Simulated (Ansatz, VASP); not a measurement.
# Mg in VASP and in Ansatz

```
Mg
1.0
     2.78303    0.00000    0.00000
     0.00000    2.78303    0.00000
     0.00000    0.00000    2.78303
Mg
1
Direct
  0.00000 0.00000 0.00000
```

Change from the starting cell: volume scaled by 0.78, LAPW.

Alike in both runs: task single point; functional PBE; k mesh 13 × 13 × 13; occupations fermi-dirac, width 0.1 eV; no spin polarisation.

|  | VASP | Ansatz |
| --- | --- | --- |
| version | VASP 6.6.1 | Ansatz 0.2.0 |
| potentials or method | VASP PAW PBE potentials, release 64 (Mg), cutoff 520 eV | all-electron LAPW, scalar-relativistic |

|  | VASP | Ansatz | Ansatz less VASP |
| --- | --- | --- | --- |
| pressure (GPa) | 9.0 | 9.0 | +0.01 |

Ansatz ran all-electron here, and VASP with PAW potentials.
